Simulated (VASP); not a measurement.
Si2B3:

```
Si B
1.0
     1.50000    0.86603    6.53333
    -1.50000    0.86603    6.53333
     0.00000   -1.73205    6.53333
Si B
2 3
Direct
  0.40000 0.40000 0.40000
  0.60000 0.60000 0.60000
  0.78800 0.78800 0.78800
  0.21200 0.21200 0.21200
  0.00000 0.00000 0.00000
```

* Program: VASP 6.6.1
* Task: relaxation of cell and atoms
* Functional: PBE
* Potentials or basis: VASP PAW PBE potentials, release 64 (Si, B)
* Cutoff: 500 eV
* k mesh: 6 × 6 × 6
* Occupations: gaussian, width 0.2 eV
* Spin: no spin polarisation

At the start: pressure 3.6 GPa; volume 10.18 Å³/atom.

Q: How do energy, volume and symmetry change on relaxing?

A: Over 17 steps the energy falls by 584.8 meV/atom and the volume is 9.15 Å³/atom (-10.2 %); space group R-3m (No. 166, to 0.05 Å).

The path:
```csv
step,energy change (eV),largest force (eV/Å),pressure (GPa),volume (Å³)
1,0.0000,2.8789,3.56,50.92
2,-0.7676,2.3536,-10.26,52.58
3,-1.2846,1.5820,-21.24,55.17
4,-1.7641,1.7114,-18.97,53.16
5,-2.6129,1.0593,-3.68,47.40
6,-2.6200,1.1121,-0.56,46.62
7,-2.7794,0.8888,1.33,46.09
8,-2.8298,0.7874,3.25,45.67
9,-2.8336,0.7854,3.93,45.53
10,-2.8723,0.5587,0.60,46.21
11,-2.8893,0.2421,-3.45,47.11
12,-2.9083,0.1863,-2.93,46.75
13,-2.9095,0.1797,-2.78,46.66
14,-2.9195,0.1818,-0.24,45.93
15,-2.9201,0.1819,0.51,45.72
16,-2.9223,0.1284,0.33,45.73
17,-2.9240,0.0257,0.02,45.74
```

Final structure:
```
Si B
1.0
     1.49026    0.86040    5.94591
    -1.49026    0.86040    5.94591
     0.00000   -1.72080    5.94591
Si B
2 3
Direct
  0.40139 0.40139 0.40139
  0.59861 0.59861 0.59861
  0.82530 0.82530 0.82530
  0.17470 0.17470 0.17470
  0.00000 0.00000 0.00000
```

Caveat: the k points lie up to 0.41 Å⁻¹ apart in the final cell; the relaxation stopped at a loose force limit of 0.08 eV/Å, so its end isn't a converged minimum.
